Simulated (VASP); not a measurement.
Wanted: the native input for a VASP 6.6.1 run.

```yaml
Task: single point
Functional: LDA
Potentials_or_basis: VASP PAW LDA potentials, release 64 (Li_sv, F)
Cutoff: 520 eV
k_mesh: 10 × 10 × 10
Occupations: fermi-dirac, width 0.02 eV
Spin: no spin polarisation
Dipole_correction: no
Further_INCAR_settings: ALGO = Normal; EDIFF = 1e-06; NBANDS = 12
```

The structure of LiF lies in POSCAR:

```
LiF
1.0
    2.4659928889      0.0000000000      0.0000000000
    0.0000000000      2.4659928889      0.0000000000
    0.0000000000      0.0000000000      2.4659928889
Li F
1 1
Direct
    0.0000000000      0.0000000000      0.0000000000
    0.5000000000      0.5000000000      0.5000000000
```

The input as run:

INCAR

```
SYSTEM = LiF
ALGO = Normal
EDIFF = 1E-6
ENCUT = 520
GGA = CA
ISIF = 2
ISMEAR = -1
LASPH = .TRUE.
LCHARG = .FALSE.
LREAL = .FALSE.
LWAVE = .FALSE.
NBANDS = 12
NELM = 80
PREC = Accurate
SIGMA = 0.02
```

KPOINTS

```
k-points
0
G
  10 10 10
  0 0 0
```

Potentials or basis: VASP PAW LDA potentials, release 64 (Li_sv, F).

Run with:

```sh
$ cat potpaw_LDA.64/Li_sv/POTCAR potpaw_LDA.64/F/POTCAR > POTCAR
$ mpirun -np 1 vasp_std > vasp.out
```

Results of the run:

| Quantity | Value |
| --- | --- |
| Band gap on the k mesh | 8.29 eV, indirect (least direct gap 9.10 eV) |

It took 3.4 s on 1 thread of AMD EPYC 9R45 96-Core Processor (Zen 5), with other jobs on the host, peak memory 0.08 GiB.
